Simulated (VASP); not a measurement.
A run of VASP 6.6.1:

Contents of INCAR:

```
PREC = Accurate
ENCUT = 520
EDIFF = 1E-6
ISMEAR = -1
SIGMA = 0.1
LREAL = F
LASPH = T
NELM = 80
ALGO = Normal
ISIF = 2
LWAVE = F
LCHARG = T
GGA = PE
LELF = T
LVHAR = T
NBANDS = 32
```

Contents of KPOINTS:

```
regular mesh
0
Gamma
  14 14 4
```

Contents of POSCAR:

```
Ti
1.0
    3.0105656124      0.0000000000      0.0000000000
   -1.5052828062      2.6072263001      0.0000000000
    0.0000000000      0.0000000000      9.6319585999
Ti
4
Direct
    1.0000000000      1.0000000000      0.0000000000
    1.0000000000      1.0000000000      0.5000000000
    0.3333333333      0.6666666667      0.2500000000
    0.6666666667      0.3333333333      0.7500000000
```

Potentials or basis: VASP PAW PBE potentials, release 64 (Ti_sv).

Run with:

```bash
$ cat potpaw_PBE.64/Ti_sv/POTCAR > POTCAR
$ mpirun -np 1 vasp_std > vasp.out
```

Hardware: 1 thread of Intel(R) Xeon(R) 6975P-C (Granite Rapids) (shared host).

Task: How long does it take, and how much memory?

Result: Wall time 67 s on 1 thread of Intel(R) Xeon(R) 6975P-C (Granite Rapids), with other jobs on the host, peak memory 0.26 GiB. Counts: scf iterations 15, k points 72.
